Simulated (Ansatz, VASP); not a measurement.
# One calculation of Mo, two programs

```
CELL_PARAMETERS angstrom
-1.39967 1.39967 1.97914
1.39967 -1.39967 1.97914
1.39967 1.39967 -1.97914
ATOMIC_POSITIONS crystal
Mo 0.00000 0.00000 0.00000
```

Alike in both runs: task single point; functional PBE; k mesh 24 × 24 × 24; occupations gaussian, width 0.15 eV; no spin polarisation.

|  | VASP | Ansatz |
| --- | --- | --- |
| version | VASP 6.6.1 | Ansatz 0.2.0 |
| potentials or method | VASP PAW PBE potentials, release 64 (Mo_sv), cutoff 520 eV | scalar-relativistic, plane waves, PAW |
| valence electrons in the cell | 14 | 14 |

|  | VASP | Ansatz | Ansatz less VASP |
| --- | --- | --- | --- |
| gap on the k mesh at the Fermi level (eV) | none | none | - |
| pressure (GPa) | 9.0 | 8.5 | -0.54 |

A gap of «none» marks a metal or a gap that the smearing closes.
